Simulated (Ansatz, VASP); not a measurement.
## Ba: VASP beside Ansatz

```
Ba
1.0
     4.53447    0.00000    0.00000
    -2.26723    3.92697    0.00000
     0.00000    0.00000    7.44101
Ba
2
Direct
  0.33333 0.66667 0.25000
  0.66667 0.33333 0.75000
```

Alike in both runs: task single point; functional RPBE; k mesh 9 × 9 × 5; occupations fermi-dirac, width 0.1 eV; no spin polarisation.

```csv
,VASP,Ansatz
version,VASP 6.6.1,Ansatz 0.2.0
potentials or method,"VASP PAW PBE potentials, release 64 (Ba_sv), cutoff 520 eV","plane waves (420 eV) with PAW, scalar-relativistic"
valence electrons in the cell,20,20
```

|  | VASP | Ansatz | Ansatz less VASP |
| --- | --- | --- | --- |
| pressure (GPa) | 0.4 | 0.4 | -0.04 |

VASP's potentials were made for PBE, not for RPBE. The functional is the same, so the differences come from potentials, cutoffs and numerics.

Neither program's run includes spin-orbit coupling.
